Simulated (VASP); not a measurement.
Set up this calculation in VASP 6.6.1, as the native input.

```
Task                   : single point
Functional             : PBE
Potentials or basis    : VASP PAW PBE potentials, release 64 (C)
Cutoff                 : 600 eV
k mesh                 : 15 × 15 × 5
Occupations            : fermi-dirac, width 0.1 eV
Spin                   : no spin polarisation
Dipole correction      : no
Further INCAR settings : ALGO = Normal; EDIFF = 1e-06; NBANDS = 16
```

The structure of C lies in POSCAR:

```
C
1.0
    2.4644751177      0.0000000000      0.0000000000
   -1.2322375588      2.1342980589      0.0000000000
    0.0000000000      0.0000000000      7.4881926803
C
4
Direct
    0.0000000000      0.0000000000      0.2500000000
    0.0000000000      0.0000000000      0.7500000000
    0.3333333333      0.6666666667      0.2500000000
    0.6666666667      0.3333333333      0.7500000000
```

The input as run:

INCAR

```
PREC = Accurate ; ENCUT = 600
EDIFF = 1E-6 ; ISMEAR = -1
SIGMA = 0.1 ; LREAL = F
LASPH = T ; NELM = 120
ALGO = Normal ; ISIF = 2
LWAVE = F ; LCHARG = F
GGA = PE ; NBANDS = 16
GGA_COMPAT = F
```

KPOINTS

```
Automatic mesh
0
Gamma
  15 15 5
```

Potentials or basis: VASP PAW PBE potentials, release 64 (C).

Run with:

```console
$ cat potpaw_PBE.64/C/POTCAR > POTCAR
$ mpirun -np 1 vasp_std > vasp.out
```

Results of the run:

| Item | Value |
| --- | --- |
| Pressure | 0.8 GPa |
| Band gap on the k mesh | zero (band 8 reaches 3.77 eV, above the bottom of band 9 at 3.77 eV) |

Caveat: this functional lacks dispersion, which binds the layers, so the pressure and a relaxed spacing across them are unreliable.

Run time: 20 s on 1 thread of Intel(R) Xeon(R) 6975P-C (Granite Rapids) (shared host), peak memory 0.18 GiB.
